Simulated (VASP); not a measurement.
A run of VASP 6.6.1 is set up as follows.

File INCAR:

```
PREC     = Accurate       # precision mode
ENCUT    = 600            # plane-wave cutoff, eV
EDIFF    = 1E-6           # SCF threshold, eV
ISMEAR   = 0              # smearing method
SIGMA    = 0.02           # smearing width, eV
LREAL    = F              # projectors in reciprocal space
LASPH    = T              # aspherical terms in the spheres
NELM     = 120            # most SCF steps
ALGO     = Normal         # electronic algorithm
ISIF     = 2              # what is computed and relaxed
LWAVE    = F              # write WAVECAR
LCHARG   = T              # write CHGCAR
LELF     = T              # ELF
LVHAR    = T            
NBANDS   = 11             # bands
GGA_COMPAT= F
```

Contents of KPOINTS:

```
Automatic mesh
0
Gamma
  12 12 12
```

POSCAR

```
BN
1.0
    0.0000000000      1.7902747239      1.7902747239
    1.7902747239      0.0000000000      1.7902747239
    1.7902747239      1.7902747239      0.0000000000
B N
1 1
Direct
    0.0000000000      0.0000000000      0.0000000000
    0.2500000000      0.2500000000      0.2500000000
```

Potentials or basis: VASP PAW LDA potentials, release 64 (B, N).

Command:

```bash
$ cat potpaw_LDA.64/B/POTCAR potpaw_LDA.64/N/POTCAR > POTCAR
$ mpirun -np 1 vasp_std > vasp.out
```

Task: Estimate the pressure.

Result: 0.8 GPa.

Task: Estimate the band gap on the k mesh.

Result: 4.38 eV (least direct gap 8.82 eV).

A k mesh can miss the band edges.
